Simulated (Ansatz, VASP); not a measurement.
## BaTiO3 in VASP and in Ansatz

File INCAR:

```
PREC = Accurate ; ENCUT = 520
EDIFF = 1E-6 ; ISMEAR = 0
SIGMA = 0.01 ; LREAL = False
LASPH = True ; NELM = 150
ALGO = Normal ; ISIF = 2
LWAVE = False ; LCHARG = False
LMAXMIX = 4 ; LDAU = True
LDAUTYPE = 2 ; LDAUL = -1 2 -1
LDAUU = 0 8 0 ; LDAUJ = 0 0 0
LDAUPRINT = 1 ; GGA = PE
NBANDS = 28
```

Contents of KPOINTS:

```
Automatic mesh
0
Gamma
  6 6 6
```

Contents of POSCAR:

```
BaTiO3
1.0
    4.0060000000      0.0000000000      0.0000000000
    0.0000000000      4.0060000000      0.0000000000
    0.0000000000      0.0000000000      4.0060000000
Ba Ti O
1 1 3
Direct
    0.5000000000      0.5000000000      0.5000000000
    0.0000000000      0.0000000000      0.0000000000
    0.5000000000      0.0000000000      0.0000000000
    0.0000000000      0.5000000000      0.0000000000
    0.0000000000      0.0000000000      0.5000000000
```

Input for Ansatz:

```yaml
crystal:
  lattice:
    a: 4.006
    b: 4.006
    c: 4.006
    alpha: 90.0
    beta: 90.0
    gamma: 90.0
  atoms:
    - { symbol: Ba, position: [0.5, 0.5, 0.5] }
    - { symbol: Ti, position: [0.0, 0.0, 0.0] }
    - { symbol: O, position: [0.5, 0.0, 0.0] }
    - { symbol: O, position: [0.0, 0.5, 0.0] }
    - { symbol: O, position: [0.0, 0.0, 0.5] }
basis:
  ecutwfc: 450.0
kpoints:
  mp_grid:
    grid: [6, 6, 6]
hamiltonian:
  xc: pbe
  hubbard:
    - { species: Ti, l: d, u_eff: 8.0 }
scf:
  convergence:
    dr2_threshold: 1.0e-09
  occupations:
    method: fixed
output:
  eigenvalues: true
```

Alike in both runs: task single point; functional PBE; k mesh 6 × 6 × 6; no spin polarisation; Hubbard terms Ti d U = 8.0 eV.

```csv
,VASP,Ansatz
version,VASP 6.6.1,Ansatz 0.2.0
potentials or method,"VASP PAW PBE potentials, release 64 (Ba_sv, Ti_sv, O), cutoff 520 eV","plane waves, PAW"
occupations,"gaussian, width 0.01 eV",fixed
valence electrons in the cell,40,40
```

```tsv
	VASP	Ansatz	Ansatz less VASP
gap on the k mesh at the Fermi level (eV)	2.76	2.90	+0.133
```

The programs project onto different local orbitals, so the same U acts differently, and such runs can settle in different states.

Spin-orbit coupling is off throughout.
